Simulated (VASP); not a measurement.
Write the native input for VASP 6.6.1 that does the following.

```
Task                   : single point
Functional             : r2SCAN
Potentials or basis    : VASP PAW PBE potentials, release 64 (Ir)
Cutoff                 : 520 eV
k mesh                 : 12 × 13 × 11
Occupations            : fermi-dirac, width 0.05 eV
Spin                   : no spin polarisation
Dipole correction      : no
Further INCAR settings : ALGO = Normal; EDIFF = 1e-07; NBANDS = 10
```

The system is Ir.

```
CELL_PARAMETERS angstrom
0.00163 1.91929 1.91802
1.91837 0.00351 1.91620
1.92317 1.92234 -0.00120
ATOMIC_POSITIONS crystal
Ir 0.00000 0.00000 0.00000
```

The input as run:

POSCAR

```
Ir
1.0
    0.0016328090      1.9192943253      1.9180233880
    1.9183651030      0.0035080865      1.9162019188
    1.9231652834      1.9223394844     -0.0011967799
Ir
1
Direct
    0.0000000000      0.0000000000      0.0000000000
```

INCAR.step1

```
PREC = Accurate
ENCUT = 520
ISMEAR = -1
SIGMA = 0.05
LREAL = F
LASPH = T
NELM = 80
NBANDS = 10
GGA = PE
ALGO = Normal
EDIFF = 1E-4
LWAVE = T
LCHARG = F
```

INCAR.step2

```
PREC = Accurate
ENCUT = 520
EDIFF = 1E-7
ISMEAR = -1
SIGMA = 0.05
LREAL = F
LASPH = T
NELM = 80
ALGO = Normal
ISIF = 2
LWAVE = F
LCHARG = T
METAGGA = R2SCAN
LMIXTAU = T
LELF = T
LVHAR = T
NBANDS = 10
ISTART = 1
```

KPOINTS

```
Automatic mesh
0
Gamma
  12 13 11
```

Potentials or basis: VASP PAW PBE potentials, release 64 (Ir).

Launch:

```sh
$ cat potpaw_PBE.64/Ir/POTCAR > POTCAR
$ cp INCAR.step1 INCAR
$ mpirun -np 1 vasp_std > vasp.out
$ cp INCAR.step2 INCAR
$ mpirun -np 1 vasp_std > vasp.out
```

It gave:

```
Pressure               : 4.5 GPa
Band gap on the k mesh : zero (an odd number of electrons rules out a gap without spin polarisation)
```

Caveat: the cell stands under pressure; the PAW data sets were made with another functional, which shifts forces and pressure a little; spin-orbit coupling is left out, which moves the levels of the heavy elements.

Run time: 5 min on 1 thread of AMD EPYC 9R45 96-Core Processor (Zen 5) (shared host), peak memory 0.21 GiB.
